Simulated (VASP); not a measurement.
# Mn (Fd-3m) in VASP: further runs, part 2 of 2

VASP 6.6.1. The steps go on from the part before.

**4. Single point, revPBE, collinear spin, antiferromagnetic start**

This run uses another cell than the first one, of 18.14 Å³/atom, 0.926 times its volume.

INCAR reads:

```
PREC = Accurate
ENCUT = 520
EDIFF = 1E-7
ISMEAR = -1
SIGMA = 0.05
LREAL = F
LASPH = T
NELM = 150
ALGO = Normal
ISIF = 2
LWAVE = F
LCHARG = T
ISPIN = 2
MAGMOM = 2.48 -2.48
LORBIT = 11
LMAXMIX = 4
GGA = RE
LELF = T
LVHAR = T
NBANDS = 24
```

KPOINTS reads:

```
Automatic mesh
0
Gamma
  17 17 17
```

POSCAR reads:

```
Mn
1.0
    0.0000000000      2.6277538810      2.6277538810
    2.6277538810      0.0000000000      2.6277538810
    2.6277538810      2.6277538810      0.0000000000
Mn
2
Direct
    0.1250000000      0.1250000000      0.1250000000
    0.8750000000      0.8750000000      0.8750000000
```

Potentials or basis: VASP PAW PBE potentials, release 64 (Mn_pv).

The run is started by

```
$ cat potpaw_PBE.64/Mn_pv/POTCAR > POTCAR
$ mpirun -np 1 vasp_std > vasp.out
```

OUTCAR:

```text
PREC = Accurate
   ENCUT = 520
   EDIFF = 1E-7
   ISMEAR = -1
   LREAL = F
   LASPH = T
   NELM = 150
   ISIF = 2
   ISPIN = 2
   LORBIT = 11
   GGA = RE

 ion  position               nearest neighbor table
   1  0.125  0.125  0.125-   2 2.28   2 2.28   2 2.28   2 2.28
   2  0.875  0.875  0.875-   1 2.28   1 2.28   1 2.28   1 2.28

  LATTYP: Found a face centered cubic cell.
 ALAT       =     5.2555077620

  Lattice vectors:

 A1 = (   0.0000000000,   2.6277538810,   2.6277538810)
 A2 = (   2.6277538810,   0.0000000000,   2.6277538810)
 A3 = (   2.6277538810,   2.6277538810,   0.0000000000)

Analysis of symmetry for initial positions (statically):
=====================================================================
 Subroutine PRICEL returns:
 Original cell was already a primitive cell.

 Routine SETGRP: Setting up the symmetry group for a
 face centered cubic supercell.

 Subroutine GETGRP returns: Found 48 space group operations
 (whereof 12 operations were pure point group operations)
 out of a pool of 48 trial point group operations.

The static configuration has the point symmetry D_3d.
 The point group associated with its full space group is O_h .

Analysis of symmetry for dynamics (positions and initial velocities):
=====================================================================
 Subroutine PRICEL returns:
 Original cell was already a primitive cell.

 Routine SETGRP: Setting up the symmetry group for a
 face centered cubic supercell.

 Subroutine GETGRP returns: Found 48 space group operations
 (whereof 12 operations were pure point group operations)
 out of a pool of 48 trial point group operations.

The dynamic configuration has the point symmetry D_3d.
 The point group associated with its full space group is O_h .

Analysis of structural, dynamic, and magnetic symmetry:
=====================================================================
 Subroutine PRICEL returns:
 Original cell was already a primitive cell.

 Routine SETGRP: Setting up the symmetry group for a
 face centered cubic supercell.

 Subroutine GETGRP returns: Found 48 space group operations
 (whereof 12 operations were pure point group operations)
 out of a pool of 48 trial point group operations.

The overall configuration has the point symmetry D_3d.
 The point group associated with its full space group is O_h .

 Subroutine INISYM returns: Found 48 space group operations
 (whereof 12 operations are pure point group operations),
 and found     1 'primitive' translations

----------------------------------------------------------------------------------------

                                     Primitive cell

  volume of cell :      36.2898

  direct lattice vectors                    reciprocal lattice vectors
     0.000000000  2.627753881  2.627753881    -0.190276572  0.190276572  0.190276572
     2.627753881  0.000000000  2.627753881     0.190276572 -0.190276572  0.190276572
     2.627753881  2.627753881  0.000000000     0.190276572  0.190276572 -0.190276572

  length of vectors
     3.716205177  3.716205177  3.716205177     0.329568690  0.329568690  0.329568690

[... 65 lines left out ...]
   dimension x,y,z NGX =    28 NGY =   28 NGZ =   28
   dimension x,y,z NGXF=    56 NGYF=   56 NGZF=   56
   ions per type =               2
   NGX,Y,Z   is equivalent  to a cutoff of  12.53, 12.53, 12.53 a.u.
   NGXF,Y,Z  is equivalent  to a cutoff of  25.05, 25.05, 25.05 a.u.
 SYSTEM =  unknown system
   PREC   = accura    normal or accurate (medium, high low for compatibility)
   ISTART =      0    job   : 0-new  1-cont  2-samecut
   ICHARG =      2    charge: 1-file 2-atom 10-const
   ISPIN  =      2    spin polarized calculation?
   LNONCOLLINEAR =      F non collinear calculations
   LSORBIT =      F    spin-orbit coupling
   LASPH  =      T    aspherical Exc in radial PAW
   ENCUT  =  520.0 eV  38.22 Ry    6.18 a.u.   6.91  6.91  6.91*2*pi/ulx,y,z
   NELM   =    150;   NELMIN=  2; NELMDL= -5     # of ELM steps
   EDIFF  = 0.1E-06   stopping-criterion for ELM
   LREAL  =      F    real-space projection
   EDIFFG = 0.1E-05   stopping-criterion for IOM
   NSW    =      0    number of steps for IOM
   IBRION =     -1    ionic relax: 0-MD 1-quasi-New 2-CG
   NFREE  =      0    steps in history (QN), initial steepest desc. (CG)
   ISIF   =      2    stress and relaxation
   ISYM   =      2    0-nonsym 1-usesym 2-fastsym
   POTIM  = 0.5000    time-step for ionic-motion
   TEBEG  =    0.0;   TEEND  =   0.0 temperature during run
   PSTRESS=    0.0 pullay stress
   NELECT =      26.0000    total number of electrons
   NUPDOWN=      -1.0000    fix difference up-down
   EMIN   =  10.00;   EMAX   =-10.00  energy-range for DOS
   EFERMI =   0.00;   METHOD = LEGACY
   ISMEAR =    -1;   SIGMA  =   0.05  broadening in eV -4-tet -1-fermi 0-gaus
   EFERMI_NEDOS =   21; number of points for ismear=-14 and -15
   IALGO  =     38    algorithm
   IMIX   =      4    mixing-type and parameters
     AMIX     =   0.40;   BMIX     =  1.00
     AMIX_MAG =   1.60;   BMIX_MAG =  1.00
  volume/ion in A,a.u.               =      18.14       122.45
  Fermi-wavevector in a.u.,A,eV,Ry     =   1.464889  2.768238 29.196723  2.145899
  Thomas-Fermi vector in A             =   2.580811
   LORBIT       =     11    0 simple, 1 ext, 2 COOP (PROOUT), +10 PAW based schemes
   GGA     = RE    functional components
   LHFCALC =     F    Hartree Fock is set to
   AEXX    =    0.0000 exact exchange contribution
   IVDW    =     0    specifies the selected vdW correction
   LEPSILON=     F    determine dielectric tensor
   LRPA    =     F    only Hartree local field effects (RPA)
 spin polarized calculation
  energy-cutoff  :      520.00
  volume of cell :       36.29
 maximum number of plane-waves:       993
   NGX = 13   NGY = 13   NGZ = 13

 number of electron      25.9999975 magnetization       0.0000000

 number of electron      25.9999975 magnetization      -0.0000000

 Free energy of the ion-electron system (eV)
  ---------------------------------------------------
  ext. energy  EPLUGINS =         0.00000000
  ---------------------------------------------------
  free energy    TOTEN  =       -14.74235463 eV

  energy without entropy =      -14.73710335  energy(sigma->0) =      -14.73972899

 E-fermi :   5.2647     XC(G=0): -10.6828

 val. band max:        5.2430868015   @ k =   0.1176   0.0000   0.0000
 cond. band min:       5.2846337340   @ k =  -0.0588   0.0588   0.0000
 fundamental gap:      0.0415469325
 Fermi energy:         5.2646616191

 spin component 1

 k-point     1 :       0.0000    0.0000    0.0000
  band No.  band energies     occupation
      1     -44.3717      1.00000
      2     -44.3717      1.00000
      3     -44.3717      1.00000
      4     -41.5527      1.00000
      5     -41.5527      1.00000
      6     -41.5527      1.00000
[... 637 lines left out ...]
     23      18.8760      0.00000
     24      19.3082      0.00000

 [... further k-points ...]

 spin component 2

 k-point     1 :       0.0000    0.0000    0.0000
  band No.  band energies     occupation
      1     -44.3717      1.00000
      2     -44.3717      1.00000
      3     -44.3717      1.00000
      4     -41.5527      1.00000
      5     -41.5527      1.00000
      6     -41.5527      1.00000
[... 637 lines left out ...]
     23      18.8760      0.00000
     24      19.3082      0.00000

 [... further k-points ...]
[... 5 lines left out ...]
  --------------------------------------------------------------------------------------
  -------------------------------------------------------------------------------------
  Total        0.0781657      0.0781657      0.0781657      0.0000000     -0.0000000      0.0000000
  in kB        3.4509845      3.4509845      3.4509845      0.0000000     -0.0000000      0.0000000
  external PRESSURE =       3.4509845 kB  Pullay stress =       0.0000000 kB

 VOLUME and BASIS-vectors are now :
 -----------------------------------------------------------------------------
  energy-cutoff  :      520.00
  volume of cell :       36.29
      direct lattice vectors                 reciprocal lattice vectors
     0.000000000  2.627753881  2.627753881    -0.190276572  0.190276572  0.190276572
     2.627753881  0.000000000  2.627753881     0.190276572 -0.190276572  0.190276572
     2.627753881  2.627753881  0.000000000     0.190276572  0.190276572 -0.190276572

 POSITION                                       TOTAL-FORCE (eV/Angst)
 -----------------------------------------------------------------------------------
      0.65694      0.65694      0.65694        -0.000000      0.000000     -0.000000
      4.59857      4.59857      4.59857         0.000000     -0.000000      0.000000
 -----------------------------------------------------------------------------------
    total drift:                                0.000000      0.000000     -0.000000

  FREE ENERGIE OF THE ION-ELECTRON SYSTEM (eV)
  ---------------------------------------------------
  free  energy   TOTEN  =       -14.7423546341 eV

  energy  without entropy=      -14.7371033520  energy(sigma->0) =      -14.73972899

 total charge

# of ion       s       p       d       tot
------------------------------------------
    1        0.446   6.213   5.106  11.765
    2        0.446   6.213   5.106  11.765
--------------------------------------------------
tot          0.892  12.426  10.213  23.531

 magnetization (x)

# of ion       s       p       d       tot
------------------------------------------
    1        0.071  -0.009   2.602   2.664
    2       -0.071   0.009  -2.602  -2.664
--------------------------------------------------
tot          0.000   0.000   0.000   0.000
```

Wall time 3.2 min (1 thread of Intel Xeon Platinum 8488C (Sapphire Rapids), shared host); peak memory 0.3 GiB.

What came out:

* Free energy: -14.7424 eV
* Pressure: 0.3 GPa
* Band gap on the k mesh: zero (filled and empty bands overlap)
* Net moment: 0.00 μB per cell
* Site moments: Mn +2.66, -2.66 μB
* Valence electrons inside the program's atomic spheres: Mn 11.77

Levels at points of the mesh, in eV from the Fermi level:
Spin up:
| k point | band 11 | band 12 | band 13 | band 14 | band 15 | band 16 |
| --- | --- | --- | --- | --- | --- | --- |
| (0.00, 0.00, 0.00) | -2.64 | -2.64 | 0.12 | 0.12 | 0.12 | 1.58 |
Spin down:
| k point | band 11 | band 12 | band 13 | band 14 | band 15 | band 16 |
| --- | --- | --- | --- | --- | --- | --- |
| (0.00, 0.00, 0.00) | -2.64 | -2.64 | 0.12 | 0.12 | 0.12 | 1.58 |

Caveat: the PAW data sets were made with another functional, which shifts forces and pressure a little.

**5. Overview**

```csv
cell,k mesh,gap on the mesh (eV),pressure (GPa),moment (μB)
"a = 3.813 Å, angles 60.0°, 2 atoms",12 × 12 × 12,none,-2.2,0.00
"a = 3.859 Å, angles 60.0°, 2 atoms",12 × 12 × 12,none,-3.1,0.00
"a = 3.716 Å, angles 60.0°, 2 atoms",17 × 17 × 17,none,0.3,0.00
```

Alike in all rows: task single point; level revPBE; potentials or basis VASP PAW PBE potentials, release 64 (Mn_pv); spin collinear, antiferromagnetic start; cutoff (eV) 520; smearing fermi-dirac 0.05 eV.

Caveats: the PAW data sets were made with another functional, which shifts forces and pressure a little.

Total energies depend on the potentials used, so only differences within one code and one set of settings carry meaning.
